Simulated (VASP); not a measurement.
# Bi2Se3 in VASP: a series of runs

Bi2Se3 is run at these levels: PBE+D3(BJ); tasks: single point.

Program: VASP 6.6.1. These are calculated values, not measurements. Logs are shortened: lines on timing, memory, paths and dates and some standing lists are left out, and cuts for length are marked.

## 1. The cell of the first run

The cell holds a slab with vacuum, 10 atoms: a = 4.144 Å, b = 4.144 Å, c = 31.482 Å, α = 90.00°, β = 90.00°, γ = 120.00°.

## 2. Single point, PBE+D3(BJ)

Contents of INCAR:

```
ALGO = Normal
DIPOL = 0.5 0.5 0.500
EDIFF = 1E-6
ENCUT = 520
GGA = PE
IDIPOL = 3
ISIF = 2
ISMEAR = 0
IVDW = 12
LASPH = T
LCHARG = F
LDIPOL = T
LREAL = F
LWAVE = F
NBANDS = 59
NELM = 60
PREC = Accurate
SIGMA = 0.05
```

Contents of KPOINTS:

```
k-points
0
Gamma
  9 9 1
```

Contents of POSCAR:

```
Bi2Se3
1.0
    4.1436098281      0.0000000000      0.0000000000
   -2.0718049140      3.5884713745      0.0000000000
    0.0000000000      0.0000000000     31.4820458992
Se Bi
6 4
Direct
    0.0000000000      0.0000000000      0.2380435697
    0.6666666667      0.3333333333      0.3491794223
    0.3333333333      0.6666666667      0.4602607975
    0.6666666667      0.3333333333      0.5397392031
    0.3333333333      0.6666666667      0.6508205366
    0.0000000000      0.0000000000      0.7619564182
    0.3333333333      0.6666666667      0.2878769950
    0.0000000000      0.0000000000      0.4102546818
    0.0000000000      0.0000000000      0.5897453574
    0.6666666667      0.3333333333      0.7121230183
```

Potentials or basis: VASP PAW PBE potentials, release 64 (Se, Bi_d).

Command:

```console
> cat potpaw_PBE.64/Se/POTCAR potpaw_PBE.64/Bi_d/POTCAR > POTCAR
> mpirun -np 1 vasp_std > vasp.out
```

OUTCAR:

```text
EDIFF = 1E-6
   ENCUT = 520
   GGA = PE
   ISIF = 2
   ISMEAR = 0
   IVDW = 12
   LASPH = T
   LREAL = F
   NELM = 60
   PREC = Accurate
 IVDW          = 12

 ion  position               nearest neighbor table
   1  0.000  0.000  0.238-   7 2.86   7 2.86   7 2.86
   2  0.667  0.333  0.349-   8 3.07   8 3.07   8 3.07   7 3.07   7 3.07   7 3.07
   3  0.333  0.667  0.460-   8 2.86   8 2.86   8 2.86
   4  0.667  0.333  0.540-   9 2.86   9 2.86   9 2.86
   5  0.333  0.667  0.651-   9 3.07   9 3.07   9 3.07  10 3.07  10 3.07  10 3.07
   6  0.000  0.000  0.762-  10 2.86  10 2.86  10 2.86
   7  0.333  0.667  0.288-   1 2.86   1 2.86   1 2.86   2 3.07   2 3.07   2 3.07
   8  0.000  0.000  0.410-   3 2.86   3 2.86   3 2.86   2 3.07   2 3.07   2 3.07
   9  0.000  0.000  0.590-   4 2.86   4 2.86   4 2.86   5 3.07   5 3.07   5 3.07
  10  0.667  0.333  0.712-   6 2.86   6 2.86   6 2.86   5 3.07   5 3.07   5 3.07

  LATTYP: Found a hexagonal cell.
 ALAT       =     4.1436098281
 C/A-ratio  =     7.5977341510

  Lattice vectors:

 A1 = (   4.1436098281,   0.0000000000,   0.0000000000)
 A2 = (  -2.0718049140,   3.5884713745,   0.0000000000)
 A3 = (   0.0000000000,   0.0000000000,  31.4820458992)

Analysis of symmetry for initial positions (statically):
=====================================================================
 Subroutine PRICEL returns:
 Original cell was already a primitive cell.

 Routine SETGRP: Setting up the symmetry group for a
 hexagonal supercell.

 Subroutine GETGRP returns: Found 12 space group operations
 (whereof 12 operations were pure point group operations)
 out of a pool of 24 trial point group operations.

The static configuration has the point symmetry D_3d.

Analysis of symmetry for dynamics (positions and initial velocities):
=====================================================================
 Subroutine PRICEL returns:
 Original cell was already a primitive cell.

 Routine SETGRP: Setting up the symmetry group for a
 hexagonal supercell.

 Subroutine GETGRP returns: Found 12 space group operations
 (whereof 12 operations were pure point group operations)
 out of a pool of 24 trial point group operations.

The dynamic configuration has the point symmetry D_3d.

 Subroutine INISYM returns: Found 12 space group operations
 (whereof 12 operations are pure point group operations),
 and found     1 'primitive' translations

----------------------------------------------------------------------------------------

                                     Primitive cell

  volume of cell :     468.1136

  direct lattice vectors                    reciprocal lattice vectors
     4.143609828  0.000000000  0.000000000     0.241335464  0.139335095  0.000000000
    -2.071804914  3.588471375  0.000000000     0.000000000  0.278670190  0.000000000
     0.000000000  0.000000000 31.482045899     0.000000000  0.000000000  0.031764136

  length of vectors
     4.143609828  4.143609828 31.482045899     0.278670190  0.278670190  0.031764136

  position of ions in fractional coordinates (direct lattice)
     0.000000000  0.000000000  0.238043570
     0.666666667  0.333333333  0.349179422
     0.333333333  0.666666667  0.460260797
     0.666666667  0.333333333  0.539739203
     0.333333333  0.666666667  0.650820537
     0.000000000  0.000000000  0.761956418
     0.333333333  0.666666667  0.287876995
     0.000000000  0.000000000  0.410254682
     0.000000000  0.000000000  0.589745357
     0.666666667  0.333333333  0.712123018

  ion indices of the primitive-cell ions
   primitive index   ion index
                 1           1
                 2           2
                 3           3
                 4           4
                 5           5
                 6           6
                 7           7
                 8           8
                 9           9
                10          10

----------------------------------------------------------------------------------------

 KPOINTS: k-points

Automatic generation of k-mesh.
 Grid dimensions read from file:
 generate k-points for:    9    9    1

 Generating k-lattice:

  Cartesian coordinates                     Fractional coordinates (reciprocal lattice)
     0.026815052  0.015481677  0.000000000     0.111111111  0.000000000  0.000000000
     0.000000000  0.030963354  0.000000000     0.000000000  0.111111111  0.000000000
     0.000000000  0.000000000  0.031764136     0.000000000  0.000000000  1.000000000

  Length of vectors
     0.030963354  0.030963354  0.031764136

  Shift w.r.t. Gamma in fractional coordinates (k-lattice)
     0.000000000  0.000000000  0.000000000

 Subroutine IBZKPT returns following result:
 ===========================================

 Found     12 irreducible k-points:

 Following reciprocal coordinates:
            Coordinates               Weight
  0.000000  0.000000  0.000000      1.000000
  0.111111  0.000000  0.000000      6.000000
  0.222222  0.000000  0.000000      6.000000
  0.333333  0.000000  0.000000      6.000000
  0.444444  0.000000  0.000000      6.000000
  0.111111  0.111111  0.000000      6.000000
  0.222222  0.111111  0.000000     12.000000
  0.333333  0.111111  0.000000     12.000000
  0.444444  0.111111  0.000000      6.000000
  0.222222  0.222222  0.000000      6.000000
  0.333333  0.222222  0.000000     12.000000
  0.333333  0.333333  0.000000      2.000000
   k-points           NKPTS =     12   k-points in BZ     NKDIM =     12   number of bands    NBANDS=     59
   number of dos      NEDOS =    301   number of ions     NIONS =     10
   total plane-waves  NPLWV = 245760
   dimension x,y,z NGX =    32 NGY =   32 NGZ =  240
   dimension x,y,z NGXF=    64 NGYF=   64 NGZF=  480
   ions per type =               6   4
   NGX,Y,Z   is equivalent  to a cutoff of  12.84, 12.84, 12.67 a.u.
   NGXF,Y,Z  is equivalent  to a cutoff of  25.68, 25.68, 25.35 a.u.
 SYSTEM =  unknown system
   PREC   = accura    normal or accurate (medium, high low for compatibility)
   ISTART =      0    job   : 0-new  1-cont  2-samecut
   ICHARG =      2    charge: 1-file 2-atom 10-const
   ISPIN  =      1    spin polarized calculation?
   LNONCOLLINEAR =      F non collinear calculations
   LSORBIT =      F    spin-orbit coupling
   LASPH  =      T    aspherical Exc in radial PAW
   ENCUT  =  520.0 eV  38.22 Ry    6.18 a.u.   7.70  7.70 58.54*2*pi/ulx,y,z
   NELM   =     60;   NELMIN=  2; NELMDL= -5     # of ELM steps
   EDIFF  = 0.1E-05   stopping-criterion for ELM
   LREAL  =      F    real-space projection
   EDIFFG = 0.1E-04   stopping-criterion for IOM
   NSW    =      0    number of steps for IOM
   IBRION =     -1    ionic relax: 0-MD 1-quasi-New 2-CG
   NFREE  =      0    steps in history (QN), initial steepest desc. (CG)
   ISIF   =      2    stress and relaxation
   ISYM   =      2    0-nonsym 1-usesym 2-fastsym
   POTIM  = 0.5000    time-step for ionic-motion
   TEBEG  =    0.0;   TEEND  =   0.0 temperature during run
   PSTRESS=    0.0 pullay stress
   NELECT =      96.0000    total number of electrons
   NUPDOWN=      -1.0000    fix difference up-down
   EMIN   =  10.00;   EMAX   =-10.00  energy-range for DOS
   EFERMI =   0.00;   METHOD = LEGACY
   ISMEAR =     0;   SIGMA  =   0.05  broadening in eV -4-tet -1-fermi 0-gaus
   EFERMI_NEDOS =   21; number of points for ismear=-14 and -15
   IALGO  =     38    algorithm
   IMIX   =      4    mixing-type and parameters
     AMIX     =   0.40;   BMIX     =  1.00
     AMIX_MAG =   1.60;   BMIX_MAG =  1.00
  volume/ion in A,a.u.               =      46.81       315.90
  Fermi-wavevector in a.u.,A,eV,Ry     =   0.965417  1.824373 12.681030  0.932029
  Thomas-Fermi vector in A             =   2.095132
   LORBIT       =      0    0 simple, 1 ext, 2 COOP (PROOUT), +10 PAW based schemes
   GGA     = PE    functional components
   LHFCALC =     F    Hartree Fock is set to
   AEXX    =    0.0000 exact exchange contribution
   IVDW    =    12    specifies the selected vdW correction
   LEPSILON=     F    determine dielectric tensor
   LRPA    =     F    only Hartree local field effects (RPA)
 non-spin polarized calculation
 Gauss-broadening in eV      SIGMA  =   0.05
  energy-cutoff  :      520.00
  volume of cell :      468.11
 maximum number of plane-waves:     12675
 NGX is ok and might be reduce to    32
   NGX = 15   NGY = 15   NGZ =117

 number of electron      96.0000003 magnetization

 dipolmoment           0.000000      0.000000     -0.000003 electrons x Angstroem

 Free energy of the ion-electron system (eV)
  ---------------------------------------------------
  ext. energy  EPLUGINS =         0.00000000
  ---------------------------------------------------
  free energy    TOTEN  =       -40.35556974 eV

  energy without entropy =      -40.35556974  energy(sigma->0) =      -40.35556974

 E-fermi :   0.8806     XC(G=0):  -6.1160

 val. band max:        0.6420468932   @ k =   0.0000   0.0000   0.0000
 cond. band min:       1.1497952430   @ k =   0.0000   0.0000   0.0000
 fundamental gap:      0.5077483498
 Fermi energy:         0.8805957674

 k-point     1 :       0.0000    0.0000    0.0000
  band No.  band energies     occupation
      1     -22.2516      2.00000
      2     -22.2516      2.00000
      3     -22.2515      2.00000
      4     -22.2515      2.00000
      5     -22.2420      2.00000
      6     -22.2420      2.00000
[... 51 lines left out ...]
     58       3.3724      0.00000
     59       3.5515      0.00000

 k-point     2 :       0.1111    0.0000    0.0000
  band No.  band energies     occupation
      1     -22.2529      2.00000
      2     -22.2529      2.00000
      3     -22.2486      2.00000
      4     -22.2485      2.00000
      5     -22.2434      2.00000
      6     -22.2434      2.00000
[... 616 lines left out ...]
      3     -22.2486      2.00000
      4     -22.2485      2.00000
      5     -22.2470      2.00000
      6     -22.2469      2.00000
[... 51 lines left out ...]
     58       5.2436      0.00000
     59       5.2496      0.00000

------------------------ aborting loop because EDIFF is reached ----------------------------------------

 vacuum level on the upper side and lower side of the slab       (xc-potential included)        -0.075        -0.075

 Edisp (eV)   -3.59312

 E8    (eV) :    -1.6572

  FORCE on cell =-STRESS in cart. coord.  units (eV):
  Direction    XX          YY          ZZ          XY          YZ          ZX
  --------------------------------------------------------------------------------------
  -------------------------------------------------------------------------------------
  Total      -0.33969    -0.33969     0.00916    -0.00000     0.00000     0.00000
  in kB      -1.16264    -1.16264     0.03135    -0.00000     0.00000     0.00000
  external pressure =       -0.76 kB  Pullay stress =        0.00 kB

 VOLUME and BASIS-vectors are now :
 -----------------------------------------------------------------------------
  energy-cutoff  :      520.00
  volume of cell :      468.11
      direct lattice vectors                 reciprocal lattice vectors
     4.143609828  0.000000000  0.000000000     0.241335464  0.139335095  0.000000000
    -2.071804914  3.588471375  0.000000000     0.000000000  0.278670190  0.000000000
     0.000000000  0.000000000 31.482045899     0.000000000  0.000000000  0.031764136

 POSITION                                       TOTAL-FORCE (eV/Angst)
 -----------------------------------------------------------------------------------
      0.00000      0.00000      7.49410         0.000000     -0.000000     -0.011103
      2.07180      1.19616     10.99288         0.000000      0.000000      0.000251
     -0.00000      2.39231     14.48995         0.000000     -0.000000      0.011760
      2.07180      1.19616     16.99209        -0.000000      0.000000     -0.011760
     -0.00000      2.39231     20.48916        -0.000000     -0.000000     -0.000251
      0.00000      0.00000     23.98795         0.000000      0.000000      0.011103
     -0.00000      2.39231      9.06296        -0.000000      0.000000      0.008004
      0.00000      0.00000     12.91566         0.000000      0.000000     -0.008721
      0.00000      0.00000     18.56639        -0.000000      0.000000      0.008721
      2.07180      1.19616     22.41909        -0.000000      0.000000     -0.008004
 -----------------------------------------------------------------------------------
    total drift:                                0.000000     -0.000000     -0.001495

  FREE ENERGIE OF THE ION-ELECTRON SYSTEM (eV)
  ---------------------------------------------------
  free  energy   TOTEN  =       -43.9486934064 eV

  energy  without entropy=      -43.9486934064  energy(sigma->0) =      -43.94869341

 vacuum level on the upper side and lower side of the slab         6.261         6.261
```

Run time: 6 min. Hardware: 1 thread of Intel Xeon Platinum 8488C (Sapphire Rapids), shared host; peak memory 0.65 GiB.

Results:

```yaml
Free_energy: -43.9487 eV
Largest_force: 0.012 eV/Å
Band_gap_on_the_k_mesh: 0.51 eV
Dispersion_energy_per_atom: -0.359 eV
```

Forces on the atoms (eV/Å):
```
Se   0.000  0.000 -0.011
Se   0.000  0.000  0.000
Se   0.000  0.000  0.012
Se   0.000  0.000 -0.012
Se   0.000  0.000  0.000
Se   0.000  0.000  0.011
Bi   0.000  0.000  0.008
Bi   0.000  0.000 -0.009
Bi   0.000  0.000  0.009
Bi   0.000  0.000 -0.008
```

Levels at points of the mesh, in eV from the valence-band top:
| k point | band 45 | band 46 | band 47 | band 48 | band 49 | band 50 | band 51 | band 52 |
| --- | --- | --- | --- | --- | --- | --- | --- | --- |
| (0.00, 0.00, 0.00) | -0.97 | -0.91 | -0.84 | 0.00 | 0.51 | 0.81 | 1.71 | 1.71 |

Caveat: spin-orbit coupling is left out, which moves the levels of the heavy elements.

(Part 1 of 2 ends here.)
